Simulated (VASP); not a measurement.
Set up this calculation in VASP 6.6.1, as the native input.

| Item | Value |
| --- | --- |
| Task | single point |
| Functional | PBE |
| Potentials or basis | VASP PAW PBE potentials, release 64 (Sn_d, Ag, Ta_pv) |
| Cutoff | 520 eV |
| k mesh | 7 × 7 × 7 |
| Occupations | gaussian, width 0.2371 eV |
| Spin | no spin polarisation |
| Dipole correction | no |
| Further INCAR settings | ALGO = Normal; EDIFF = 1e-07; NBANDS = 37 |

The structure of TaAg3Sn lies in POSCAR:

```
TaAg3Sn
1.0
    5.2552770000      0.0000000000      0.0000000000
    0.0000000000      5.2552770000      0.0000000000
    0.0000000000      0.0000000000      5.2552770000
Sn Ag Ta
1 3 1
Direct
    0.5000000000      0.5000000000      0.5000000000
    0.0000000000      0.5000000000      0.5000000000
    0.5000000000      0.0000000000      0.5000000000
    0.5000000000      0.5000000000      0.0000000000
    0.0000000000      0.0000000000      0.0000000000
```

These files were run (other wordings do the same):

INCAR

```
SYSTEM = TaAg3Sn
PREC = Accurate
ENCUT = 520
EDIFF = 1E-7
ISMEAR = 0
SIGMA = 0.2371
LREAL = .FALSE.
LASPH = .TRUE.
NELM = 100
ALGO = Normal
ISIF = 2
LWAVE = .FALSE.
LCHARG = .FALSE.
GGA = PE
NBANDS = 37
```

KPOINTS

```
regular mesh
0
G
  7 7 7
  0 0 0
```

Potentials or basis: VASP PAW PBE potentials, release 64 (Sn_d, Ag, Ta_pv).

Launch:

```sh
$ cat potpaw_PBE.64/Sn_d/POTCAR potpaw_PBE.64/Ag/POTCAR potpaw_PBE.64/Ta_pv/POTCAR > POTCAR
$ mpirun -np 1 vasp_std > vasp.out
```

It gave:

```yaml
Pressure: -5.7 GPa
Band_gap_on_the_k_mesh: zero (band 29 reaches 4.08 eV, above the bottom of band 30 at 3.62 eV)
```

Caveat: spin-orbit coupling is left out, which moves the levels of the heavy elements.

Run time: 96 s on 1 thread of AMD EPYC 7R13 Processor (Zen 3), with other jobs on the host, peak memory 0.27 GiB.
